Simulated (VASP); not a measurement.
Write the native input for VASP 6.6.1 that does the following.

* Task: single point
* Functional: PBEsol-based screened hybrid
* Potentials or basis: VASP PAW PBE potentials, release 64 (Ta_pv, Te)
* Cutoff: 520 eV
* k mesh: 4 × 4 × 4
* Occupations: fermi-dirac, width 0.05 eV
* Spin: no spin polarisation
* Dipole correction: no
* Grid for exact exchange (PRECFOCK): Normal
* Share of exact exchange: 0.25
* Further INCAR settings: ALGO = Normal; EDIFF = 1e-07; NBANDS = 16
* Screening parameter: 0.207 1/Å

Crystal: TaTe.

```
Ta Te
1.0
     3.42009    0.00000    0.00000
     0.00000    3.42009    0.00000
     0.00000    0.00000    3.42009
Ta Te
1 1
Cartesian
  1.7100 1.7100 1.7100
  0.0000 0.0000 0.0000
```

These files were run (other wordings do the same):

POSCAR

```
TaTe
1.0
    3.4200900000      0.0000000000      0.0000000000
    0.0000000000      3.4200900000      0.0000000000
    0.0000000000      0.0000000000      3.4200900000
Ta Te
1 1
Direct
    0.5000000000      0.5000000000      0.5000000000
    0.0000000000      0.0000000000      0.0000000000
```

INCAR.step1

```
ALGO = Normal
EDIFF = 1E-5
ENCUT = 520
GGA = PE
ISIF = 2
ISMEAR = -1
LASPH = True
LCHARG = False
LREAL = False
LWAVE = True
NBANDS = 16
NELM = 60
PREC = Accurate
SIGMA = 0.05
```

INCAR.step2

```
AEXX = 0.25
ALGO = Normal
EDIFF = 1E-7
ENCUT = 520
GGA = PS
HFSCREEN = 0.207
ISIF = 2
ISMEAR = -1
ISTART = 1
LASPH = True
LCHARG = False
LHFCALC = True
LREAL = False
LWAVE = False
NBANDS = 16
NELM = 60
PREC = Accurate
PRECFOCK = Normal
SIGMA = 0.05
```

KPOINTS

```
k-points
0
Gamma
  4 4 4
```

Potentials or basis: VASP PAW PBE potentials, release 64 (Ta_pv, Te).

The run is started by

```console
$ cat potpaw_PBE.64/Ta_pv/POTCAR potpaw_PBE.64/Te/POTCAR > POTCAR
$ cp INCAR.step1 INCAR
$ mpirun -np 1 vasp_std > vasp.out
$ cp INCAR.step2 INCAR
$ mpirun -np 1 vasp_std > vasp.out
```

Results of the run:

| Item | Value |
| --- | --- |
| Pressure | -8.4 GPa |

Caveat: the k points lie up to 0.46 Å⁻¹ apart; the PAW data sets were made with another functional, which shifts forces and pressure a little.

It took 4.7 min on 1 thread of Intel(R) Xeon(R) 6975P-C (Granite Rapids) (shared host), peak memory 0.27 GiB.
